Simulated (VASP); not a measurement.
A run of VASP 6.6.1 is set up as follows.

File INCAR:

```
PREC = Accurate
ENCUT = 520
EDIFF = 1E-7
ISMEAR = 0
SIGMA = 0.05
LREAL = False
LASPH = True
NELM = 100
ALGO = Normal
ISIF = 2
LWAVE = False
LCHARG = False
GGA = PE
NBANDS = 12
```

Contents of KPOINTS:

```
regular mesh
0
Gamma
  20 20 20
```

File POSCAR:

```
Tc
1.0
   -1.5400155653      1.5400155653      1.5400155653
    1.5400155653     -1.5400155653      1.5400155653
    1.5400155653      1.5400155653     -1.5400155653
Tc
1
Direct
    0.0000000000      0.0000000000      0.0000000000
```

Potentials or basis: VASP PAW PBE potentials, release 64 (Tc_pv).

Command:

```bash
$ cat potpaw_PBE.64/Tc_pv/POTCAR > POTCAR
$ mpirun -np 1 vasp_std > vasp.out
```

Q: Predict the pressure.

A: -0.7 GPa.
